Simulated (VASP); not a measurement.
Lu3TlSe5: single point with PBE

Crystal: Lu3TlSe5.

```xyz
9
Lattice="9.0220 0.0000 0.0000 -4.5110 7.8133 0.0000 0.0000 0.0000 3.7040" Properties=species:S:1:pos:R:3 pbc="T T T"
Lu    4.2856    0.0000    0.0000
Lu   -2.1428    3.7114    0.0000
Lu    2.3682    4.1019    0.0000
Tl    0.0000    0.0000    0.0000
Se    2.3848    0.0000    1.8520
Se   -1.1924    2.0653    1.8520
Se    3.3186    5.7480    1.8520
Se    0.0000    5.2089    1.8520
Se    4.5110    2.6044    1.8520
```

```json
{
 "Program": "VASP 6.6.1",
 "Task": "single point",
 "Functional": "PBE",
 "Potentials or basis": "VASP PAW PBE potentials, release 64 (Lu, Tl_d, Se)",
 "Cutoff": "520 eV",
 "k mesh": "3 × 3 × 4",
 "Occupations": "gaussian, width 0.1 eV",
 "Spin": "no spin polarisation",
 "Dipole correction": "no",
 "Further INCAR settings": "ALGO = Normal; EDIFF = 1e-07; NBANDS = 69"
}
```

```json
{
  "Pressure": "0.1 GPa",
  "Largest force": "0.053 eV/Å",
  "Band gap on the k mesh": "0.59 eV, indirect (least direct gap 0.78 eV)"
}
```

Forces in eV/Å, atoms in the order of the input:
```
Lu   0.053  0.000  0.000
Lu  -0.026  0.046  0.000
Lu  -0.026 -0.046  0.000
Tl   0.000  0.000  0.000
Se  -0.051  0.000  0.000
Se   0.025 -0.044  0.000
Se   0.025  0.044  0.000
Se   0.000  0.000  0.000
Se   0.000  0.000  0.000
```

Levels at points of the mesh, in eV from the valence-band top:
```tsv
k point	band 55	band 56	band 57	band 58	band 59	band 60	band 61	band 62	band 63	band 64
(0.00, 0.00, 0.00)	-1.21	-1.19	-1.19	-1.09	-0.48	0.66	1.91	1.91	2.07	2.07
(0.00, 0.00, 0.50)	-1.19	-1.19	-1.13	-0.19	-0.19	0.59	0.59	2.04	2.25	2.25
```

It took 5.6 min on 1 thread of Intel(R) Xeon(R) Platinum 8488C (Sapphire Rapids) (shared host), peak memory 0.43 GiB.

Caveat: the k points lie up to 0.42 Å⁻¹ apart; spin-orbit coupling is left out, which moves the levels of the heavy elements. A hybrid or GW would open this gap; PBE tends to underestimate it.
